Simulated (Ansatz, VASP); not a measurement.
## AlN in VASP and in Ansatz

POSCAR

```
AlN
1.0
    0.0000000000      2.2015871044      2.2015871044
    2.2015871044      0.0000000000      2.2015871044
    2.2015871044      2.2015871044      0.0000000000
Al N
1 1
Direct
    0.0000000000      0.0000000000      0.0000000000
    0.7500000000      0.7500000000      0.7500000000
```

File INCAR.step1:

```
PREC = Accurate
ENCUT = 520
ISMEAR = 0
SIGMA = 0.02
LREAL = F
LASPH = T
NELM = 100
NBANDS = 11
GGA = PE
ALGO = Normal
EDIFF = 1E-4
LWAVE = T
LCHARG = F
```

Contents of INCAR.step2:

```
PREC = Accurate
ENCUT = 520
EDIFF = 1E-6
ISMEAR = 0
SIGMA = 0.02
LREAL = F
LASPH = T
NELM = 100
ALGO = Normal
ISIF = 2
LWAVE = F
LCHARG = T
METAGGA = R2SCAN
LMIXTAU = T
LELF = T
LVHAR = T
NBANDS = 11
ISTART = 1
```

Contents of KPOINTS:

```
Automatic mesh
0
Gamma
  10 10 10
```

Input for Ansatz:

```yaml
crystal:
  lattice:
    - [0.0, 2.2015871044, 2.2015871044]
    - [2.2015871044, 0.0, 2.2015871044]
    - [2.2015871044, 2.2015871044, 0.0]
  atoms:
    - { symbol: Al, position: [0.0, 0.0, 0.0] }
    - { symbol: "N", position: [0.75, 0.75, 0.75] }
basis:
  ecutwfc: 500
kpoints:
  mp_grid: { grid: [10, 10, 10] }
  band_path: { path: [VBM, CBM], npoints: 2 }
hamiltonian:
  xc: r2scan
scf:
  occupations: { method: gaussian, width: 0.02 }
output:
  forces: false
  stress: false
  eigenvalues: true
checkpoint:
  read: start.run
  write: ck
  compress: false
  write_wavefunctions: false
  write_every: 100000
```

Alike in both runs: task single point; functional r2SCAN; k mesh 10 × 10 × 10; occupations gaussian, width 0.02 eV; no spin polarisation.

```csv
,VASP,Ansatz
version,VASP 6.6.1,Ansatz 0.2.0
potentials or method,"VASP PAW PBE potentials, release 64 (Al, N), cutoff 520 eV","scalar-relativistic, plane waves, PAW"
valence electrons in the cell,8,8
```

|  | VASP | Ansatz | Ansatz less VASP |
| --- | --- | --- | --- |
| gap on the k mesh at the Fermi level (eV) | 3.92 | 3.92 | +0.006 |
| least direct gap on the mesh (eV) | 4.67 | 4.63 | -0.038 |

VASP's potentials were made for PBE, not for r2SCAN. The functional is the same, so the differences come from potentials, cutoffs and numerics.
